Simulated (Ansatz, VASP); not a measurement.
# One calculation of ScAl15N16, two programs

```
CELL_PARAMETERS angstrom
-3.13919 -5.43724 0.00000
6.27838 0.00000 0.00000
0.00000 0.00000 10.00812
ATOMIC_POSITIONS crystal
Sc 0.16667 0.83333 0.99706
Al 0.16667 0.83333 0.49936
Al 0.16899 0.33450 0.99878
Al 0.16527 0.33263 0.49962
Al 0.66550 0.83101 0.99878
Al 0.66737 0.83473 0.49962
Al 0.66550 0.33450 0.99878
Al 0.66737 0.33263 0.49962
Al 0.33435 0.16870 0.25304
Al 0.33537 0.17074 0.74649
Al 0.33435 0.66565 0.25304
Al 0.33537 0.66463 0.74649
Al 0.83333 0.16667 0.24851
Al 0.83333 0.16667 0.74955
Al 0.83130 0.66565 0.25304
Al 0.82926 0.66463 0.74649
N 0.16667 0.83333 0.20386
N 0.16667 0.83333 0.69262
N 0.16752 0.33376 0.19085
N 0.16434 0.33217 0.68899
N 0.66624 0.83248 0.19085
N 0.66783 0.83566 0.68899
N 0.66624 0.33376 0.19085
N 0.66783 0.33217 0.68899
N 0.33413 0.16826 0.44320
N 0.34289 0.18577 0.93514
N 0.33413 0.66587 0.44320
N 0.34289 0.65711 0.93514
N 0.83333 0.16667 0.43914
N 0.83333 0.16667 0.94156
N 0.83174 0.66587 0.44320
N 0.81423 0.65711 0.93514
```

Alike in both runs: functional PBEsol; k mesh 6 × 6 × 4; occupations gaussian, width 0.02 eV; no spin polarisation.

Ansatz relaxed the structure, and its values are those at the end. VASP's run is a single point on that final structure, the one shown.

|  | VASP | Ansatz |
| --- | --- | --- |
| version | VASP 6.6.1 | Ansatz 0.2.0 |
| potentials or method | VASP PAW PBE potentials, release 64 (Sc_sv, Al, N), cutoff 520 eV | scalar-relativistic, plane waves, PAW |
| valence electrons in the cell | 136 | 136 |

|  | VASP | Ansatz | Ansatz less VASP |
| --- | --- | --- | --- |
| gap on the k mesh at the Fermi level (eV) | 4.03 | 4.02 | -0.017 |
| least direct gap on the mesh (eV) | 4.03 | 4.02 | -0.017 |
| pressure (GPa) | 0.0 | 0.0 | -0.04 |
| rms of the force components (eV/Å) | 0.011 | 0.001 | -0.0102 |

VASP's potentials were made for PBE, not for PBEsol.
